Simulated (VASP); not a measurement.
# Sb (Im-3m) in VASP: further runs

The runs below take Sb through single point, relaxation of cell and atoms, with PBE.

All numbers are computed with VASP 6.6.1; they aren't measurements. Logs are shortened: lines on timing, memory, paths and dates and some standing lists are left out, and cuts for length are marked.

### Step 1. The cell of the first run

Symmetry: Im-3m, No. 229, cubic system. Conventional cell: a = 3.787 Å, b = 3.787 Å, c = 3.787 Å, α = 90.00°, β = 90.00°, γ = 90.00°. Sb (site symmetry m-3m) has 14 Sb at 3.28 to 3.79 Å within 4.3 Å.

This isn't the form of Sb at room conditions, which is rhombohedral.

### Step 2. Single point, PBE

INCAR

```
SYSTEM = Sb
PREC = Accurate
ENCUT = 520
EDIFF = 1E-6
ISMEAR = -1
SIGMA = 0.05
LREAL = .False.
LASPH = .True.
NELM = 60
ALGO = Normal
ISIF = 2
LWAVE = .False.
LCHARG = .False.
GGA = PE
NBANDS = 8
```

KPOINTS

```
Automatic mesh
0
Gamma
  15 15 15
  0 0 0
```

POSCAR

```
Sb
1.0
   -1.8932794349      1.8932794349      1.8932794349
    1.8932794349     -1.8932794349      1.8932794349
    1.8932794349      1.8932794349     -1.8932794349
Sb
1
Direct
    0.0000000000      0.0000000000      0.0000000000
```

Potentials or basis: VASP PAW PBE potentials, release 64 (Sb).

Command:

```sh
$ cat potpaw_PBE.64/Sb/POTCAR > POTCAR
$ mpirun -np 1 vasp_std > vasp.out
```

OUTCAR:

```text
SYSTEM = Sb
   PREC = Accurate
   ENCUT = 520
   EDIFF = 1E-6
   ISMEAR = -1
   LREAL = .False.
   LASPH = .True.
   NELM = 60
   ISIF = 2
   GGA = PE

 ion  position               nearest neighbor table
   1  0.000  0.000  0.000-

  LATTYP: Found a body centered cubic cell.
 ALAT       =     3.7865588698

  Lattice vectors:

 A1 = (  -1.8932794349,   1.8932794349,   1.8932794349)
 A2 = (   1.8932794349,  -1.8932794349,   1.8932794349)
 A3 = (   1.8932794349,   1.8932794349,  -1.8932794349)

Analysis of symmetry for initial positions (statically):
=====================================================================
 Subroutine PRICEL returns:
 Original cell was already a primitive cell.

 Routine SETGRP: Setting up the symmetry group for a
 body centered cubic supercell.

 Subroutine GETGRP returns: Found 48 space group operations
 (whereof 48 operations were pure point group operations)
 out of a pool of 48 trial point group operations.

The static configuration has the point symmetry O_h .

Analysis of symmetry for dynamics (positions and initial velocities):
=====================================================================
 Subroutine PRICEL returns:
 Original cell was already a primitive cell.

 Routine SETGRP: Setting up the symmetry group for a
 body centered cubic supercell.

 Subroutine GETGRP returns: Found 48 space group operations
 (whereof 48 operations were pure point group operations)
 out of a pool of 48 trial point group operations.

The dynamic configuration has the point symmetry O_h .

 Subroutine INISYM returns: Found 48 space group operations
 (whereof 48 operations are pure point group operations),
 and found     1 'primitive' translations

----------------------------------------------------------------------------------------

                                     Primitive cell

  volume of cell :      27.1459

  direct lattice vectors                    reciprocal lattice vectors
    -1.893279435  1.893279435  1.893279435     0.000000000  0.264092025  0.264092025
     1.893279435 -1.893279435  1.893279435     0.264092025  0.000000000  0.264092025
     1.893279435  1.893279435 -1.893279435     0.264092025  0.264092025  0.000000000

  length of vectors
     3.279256174  3.279256174  3.279256174     0.373482524  0.373482524  0.373482524

  position of ions in fractional coordinates (direct lattice)
     0.000000000  0.000000000  0.000000000

  ion indices of the primitive-cell ions
   primitive index   ion index
                 1           1

----------------------------------------------------------------------------------------

 KPOINTS: Automatic mesh

Automatic generation of k-mesh.
 Grid dimensions read from file:
 generate k-points for:   15   15   15

 Generating k-lattice:

  Cartesian coordinates                     Fractional coordinates (reciprocal lattice)
     0.000000000  0.017606135  0.017606135     0.066666667  0.000000000  0.000000000
     0.017606135  0.000000000  0.017606135     0.000000000  0.066666667  0.000000000
     0.017606135  0.017606135  0.000000000     0.000000000  0.000000000  0.066666667

  Length of vectors
     0.024898835  0.024898835  0.024898835

  Shift w.r.t. Gamma in fractional coordinates (k-lattice)
     0.000000000  0.000000000  0.000000000

 Subroutine IBZKPT returns following result:
 ===========================================

 Found    120 irreducible k-points:

 Following reciprocal coordinates:
            Coordinates               Weight
  0.000000  0.000000  0.000000      1.000000
  0.066667  0.000000  0.000000     12.000000
  0.133333  0.000000  0.000000     12.000000
  0.200000  0.000000  0.000000     12.000000
  0.266667  0.000000  0.000000     12.000000
  0.333333  0.000000  0.000000     12.000000
[... 16 lines left out ...]
  0.333333  0.200000  0.000000     48.000000
  0.400000  0.200000  0.000000     24.000000
 [... further k-points ...]
   k-points           NKPTS =    120   k-points in BZ     NKDIM =    120   number of bands    NBANDS=      8
   number of dos      NEDOS =    301   number of ions     NIONS =      1
   total plane-waves  NPLWV =  13824
   dimension x,y,z NGX =    24 NGY =   24 NGZ =   24
   dimension x,y,z NGXF=    48 NGYF=   48 NGZF=   48
   ions per type =               1
   NGX,Y,Z   is equivalent  to a cutoff of  12.17, 12.17, 12.17 a.u.
   NGXF,Y,Z  is equivalent  to a cutoff of  24.33, 24.33, 24.33 a.u.
 SYSTEM =  Sb
   PREC   = accura    normal or accurate (medium, high low for compatibility)
   ISTART =      0    job   : 0-new  1-cont  2-samecut
   ICHARG =      2    charge: 1-file 2-atom 10-const
   ISPIN  =      1    spin polarized calculation?
   LNONCOLLINEAR =      F non collinear calculations
   LSORBIT =      F    spin-orbit coupling
   LASPH  =      T    aspherical Exc in radial PAW
   ENCUT  =  520.0 eV  38.22 Ry    6.18 a.u.   6.10  6.10  6.10*2*pi/ulx,y,z
   NELM   =     60;   NELMIN=  2; NELMDL= -5     # of ELM steps
   EDIFF  = 0.1E-05   stopping-criterion for ELM
   LREAL  =      F    real-space projection
[... 7 lines left out ...]
   TEBEG  =    0.0;   TEEND  =   0.0 temperature during run
   PSTRESS=    0.0 pullay stress
   NELECT =       5.0000    total number of electrons
   NUPDOWN=      -1.0000    fix difference up-down
   EMIN   =  10.00;   EMAX   =-10.00  energy-range for DOS
   EFERMI =   0.00;   METHOD = LEGACY
   ISMEAR =    -1;   SIGMA  =   0.05  broadening in eV -4-tet -1-fermi 0-gaus
   EFERMI_NEDOS =   21; number of points for ismear=-14 and -15
   IALGO  =     38    algorithm
   IMIX   =      4    mixing-type and parameters
     AMIX     =   0.40;   BMIX     =  1.00
     AMIX_MAG =   1.60;   BMIX_MAG =  1.00
  volume/ion in A,a.u.               =      27.15       183.19
  Fermi-wavevector in a.u.,A,eV,Ry     =   0.931458  1.760201 11.804615  0.867615
  Thomas-Fermi vector in A             =   2.057954
   LORBIT       =      0    0 simple, 1 ext, 2 COOP (PROOUT), +10 PAW based schemes
   GGA     = PE    functional components
   LHFCALC =     F    Hartree Fock is set to
   AEXX    =    0.0000 exact exchange contribution
   IVDW    =     0    specifies the selected vdW correction
   LEPSILON=     F    determine dielectric tensor
   LRPA    =     F    only Hartree local field effects (RPA)
 non-spin polarized calculation
  energy-cutoff  :      520.00
  volume of cell :       27.15
 maximum number of plane-waves:       751
   NGX = 13   NGY = 13   NGZ = 13

 number of electron       5.0000000 magnetization

 Free energy of the ion-electron system (eV)
  ---------------------------------------------------
  ext. energy  EPLUGINS =         0.00000000
  ---------------------------------------------------
  free energy    TOTEN  =        -3.90852147 eV

  energy without entropy =       -3.90139876  energy(sigma->0) =       -3.90496012

 E-fermi :   8.3669     XC(G=0): -10.1949

 val. band max:        8.2721496631   @ k =  -0.4667   0.4667   0.2000
 cond. band min:       8.3796555824   @ k =   0.2667   0.1333   0.0667
 fundamental gap:      0.1075059193
 Fermi energy:         8.3669352279

 k-point     1 :       0.0000    0.0000    0.0000
  band No.  band energies     occupation
      1      -4.4366      2.00000
      2      13.7658      0.00000
      3      13.7658      0.00000
      4      13.7658      0.00000
      5      18.8553      0.00000
      6      18.8553      0.00000
      7      18.8553      0.00000
      8      20.1329      0.00000

 k-point     2 :       0.0667    0.0000    0.0000
  band No.  band energies     occupation
      1      -4.3442      2.00000
      2      13.0329      0.00000
      3      13.4595      0.00000
      4      13.6888      0.00000
      5      18.2694      0.00000
      6      18.2858      0.00000
      7      19.2654      0.00000
      8      19.6756      0.00000

 k-point     3 :       0.1333    0.0000    0.0000
  band No.  band energies     occupation
      1      -4.0680      2.00000
      2      11.3762      0.00000
      3      12.7592      0.00000
      4      13.4674      0.00000
      5      17.2691      0.00000
      6      17.4469      0.00000
      7      19.3512      0.00000
      8      19.9526      0.00000

 k-point     4 :       0.2000    0.0000    0.0000
  band No.  band energies     occupation
      1      -3.6111      2.00000
      2       9.4352      0.00000
      3      11.9665      0.00000
      4      13.1410      0.00000
      5      16.4032      0.00000
      6      16.7278      0.00000
      7      19.3771      0.00000
      8      20.2986      0.00000

 k-point     5 :       0.2667    0.0000    0.0000
  band No.  band energies     occupation
      1      -2.9813      2.00000
      2       7.4900      2.00000
      3      11.2397      0.00000
      4      12.7774      0.00000
      5      15.7285      0.00000
      6      16.1465      0.00000
      7      19.7217      0.00000
      8      20.7724      0.00000
[... 177 lines left out ...]
 k-point    22 :       0.2667    0.2000    0.0000
  band No.  band energies     occupation
      1      -1.2182      2.00000
      2       5.1350      2.00000
      3       7.5620      2.00000
      4      11.1918      0.00000
      5      16.4481      0.00000
      6      17.9686      0.00000
      7      20.4853      0.00000
      8      22.2907      0.00000

 k-point    23 :       0.3333    0.2000    0.0000
  band No.  band energies     occupation
      1      -0.4222      2.00000
      2       4.0017      2.00000
      3       7.0820      2.00000
      4      10.9744      0.00000
      5      16.3131      0.00000
      6      18.5902      0.00000
      7      20.4331      0.00000
      8      21.6357      0.00000

 k-point    24 :       0.4000    0.2000    0.0000
  band No.  band energies     occupation
      1      -0.0219      2.00000
      2       3.4740      2.00000
      3       6.9338      2.00000
      4      10.9004      0.00000
      5      16.2591      0.00000
      6      18.9349      0.00000
      7      20.7045      0.00000
      8      20.8389      0.00000

 [... further k-points ...]

------------------------ aborting loop because EDIFF is reached ----------------------------------------

  FORCE on cell =-STRESS in cart. coord.  units (eV):
  Direction    XX          YY          ZZ          XY          YZ          ZX
  --------------------------------------------------------------------------------------
  -------------------------------------------------------------------------------------
  Total       -0.0271614     -0.0271614     -0.0271614      0.0000000     -0.0000000      0.0000000
  in kB       -1.6030945     -1.6030945     -1.6030945      0.0000000     -0.0000000      0.0000000
  external PRESSURE =      -1.6030945 kB  Pullay stress =       0.0000000 kB

 VOLUME and BASIS-vectors are now :
 -----------------------------------------------------------------------------
  energy-cutoff  :      520.00
  volume of cell :       27.15
      direct lattice vectors                 reciprocal lattice vectors
    -1.893279435  1.893279435  1.893279435     0.000000000  0.264092025  0.264092025
     1.893279435 -1.893279435  1.893279435     0.264092025  0.000000000  0.264092025
     1.893279435  1.893279435 -1.893279435     0.264092025  0.264092025  0.000000000

 POSITION                                       TOTAL-FORCE (eV/Angst)
 -----------------------------------------------------------------------------------
      0.00000      0.00000      0.00000        -0.000000     -0.000000     -0.000000
 -----------------------------------------------------------------------------------
    total drift:                               -0.000000      0.000000      0.000000

  FREE ENERGIE OF THE ION-ELECTRON SYSTEM (eV)
  ---------------------------------------------------
  free  energy   TOTEN  =        -3.9085214731 eV

  energy  without entropy=       -3.9013987588  energy(sigma->0) =       -3.90496012
```

Run time: 17 s. Hardware: 1 thread of AMD EPYC 7R13, shared host; peak memory 0.12 GiB.

Results:

```yaml
Free_energy: -3.9085 eV
Pressure: -0.2 GPa
Band_gap_on_the_k_mesh: zero (an odd number of electrons rules out a gap without spin polarisation)
```

Levels at points of the mesh, in eV from the Fermi level:
```tsv
k point	band 1	band 2	band 3	band 4	band 5
(0.00, 0.00, 0.00)	-12.80	5.40	5.40	5.40	10.49
```

Caveat: spin-orbit coupling is left out, which moves the levels of the heavy elements.

### Step 3. Single point, PBE

INCAR

```
ALGO = Normal ; EDIFF = 1E-6
ENCUT = 520 ; GGA = PE
ISIF = 2 ; ISMEAR = -1
LASPH = True ; LCHARG = False
LREAL = False ; LWAVE = False
NBANDS = 8 ; NELM = 80
PREC = Accurate ; SIGMA = 0.05
```

KPOINTS

```
k-points
0
Gamma
  15 15 15
```

POSCAR

```
Sb
1.0
   -1.8932794350      1.8932794350      1.8932794350
    1.8932794350     -1.8932794350      1.8932794350
    1.8932794350      1.8932794350     -1.8932794350
Sb
1
Direct
    0.0000000000      0.0000000000      0.0000000000
```

Potentials or basis: VASP PAW PBE potentials, release 64 (Sb).

Command:

```sh
$ cat potpaw_PBE.64/Sb/POTCAR > POTCAR
$ mpirun -np 1 vasp_std > vasp.out
```

Run time: 17 s. Hardware: 1 thread of AMD EPYC 7R13, shared host; peak memory 0.12 GiB.

Results (log left out):

| Quantity | Value |
| --- | --- |
| Free energy | -3.9085 eV |
| Pressure | -0.2 GPa |
| Band gap on the k mesh | zero (an odd number of electrons rules out a gap without spin polarisation) |

Levels at points of the mesh, in eV from the Fermi level:
```
           k point  band 1  band 2  band 3  band 4  band 5
(0.00, 0.00, 0.00)  -12.80    5.40    5.40    5.40   10.49
```

Caveat: spin-orbit coupling is left out, which moves the levels of the heavy elements.

### Step 4. Relaxation of cell and atoms, PBE

This run uses another cell than the first one, of 28.00 Å³/atom.

INCAR

```
SYSTEM = Sb
PREC     = Accurate       ! precision mode
ENCUT    = 600            ! plane-wave cutoff, eV
EDIFF    = 1E-7           ! SCF threshold, eV
ISMEAR   = -1             ! smearing method
SIGMA    = 0.05           ! smearing width, eV
LREAL    = .False.        ! projectors in reciprocal space
LASPH    = .True.         ! aspherical terms in the spheres
NELM     = 60             ! most SCF steps
ALGO     = Normal         ! electronic algorithm
ISIF     = 3              ! what is computed and relaxed
LWAVE    = .False.        ! write WAVECAR
LCHARG   = .False.        ! write CHGCAR
GGA      = PE             ! functional
IBRION   = 2              ! ionic algorithm
NSW      = 60             ! ionic steps
EDIFFG   = -0.005         ! ionic threshold
```

KPOINTS

```
Automatic mesh
0
Gamma
  15 15 15
  0 0 0
```

POSCAR

```
Sb
1.0
   -1.9129311828      1.9129311828      1.9129311828
    1.9129311828     -1.9129311828      1.9129311828
    1.9129311828      1.9129311828     -1.9129311828
Sb
1
Direct
    0.0000000000      0.0000000000      0.0000000000
```

Command:

```sh
$ cat potpaw_PBE.64/Sb/POTCAR > POTCAR
$ mpirun -np 1 vasp_std > vasp.out
```

Run time: 60 s. Hardware: 1 thread of AMD EPYC 7R13, shared host; peak memory 0.14 GiB.

The run converged. Its results:

```
Free energy                           : -3.9086 eV
Relaxed volume                        : 27.07 Å³/atom
Relaxed cell                          : a = 3.276 Å, b = 3.276 Å, c = 3.276 Å, α = 109.47°, β = 109.47°, γ = 109.47°
Space group after relaxing (to 0.1 Å) : Im-3m (No. 229)
Energy gained by relaxing             : 5.5 meV/atom
Ionic steps                           : 3
Pressure after relaxing               : 0.0 GPa
Band gap on the k mesh                : zero (an odd number of electrons rules out a gap without spin polarisation)
```

Step by step:
```
step  energy change (eV)  largest force (eV/Å)  pressure (GPa)  volume (Å³)
   1              0.0000                0.0000           -1.82        28.00
   2             -0.0047                0.0000            0.78        26.73
   3             -0.0055                0.0000            0.00        27.07
```

Final structure:
```
Sb
1.0
    -1.89155    1.89155    1.89155
     1.89155   -1.89155    1.89155
     1.89155    1.89155   -1.89155
Sb
1
Cartesian
  0.0000 0.0000 0.0000
```

Levels at points of the mesh, in eV from the Fermi level:
| k point | band 1 | band 2 | band 3 | band 4 | band 5 |
| --- | --- | --- | --- | --- | --- |
| (0.00, 0.00, 0.00) | -12.82 | 5.42 | 5.42 | 5.42 | 10.50 |

Caveat: spin-orbit coupling is left out, which moves the levels of the heavy elements.
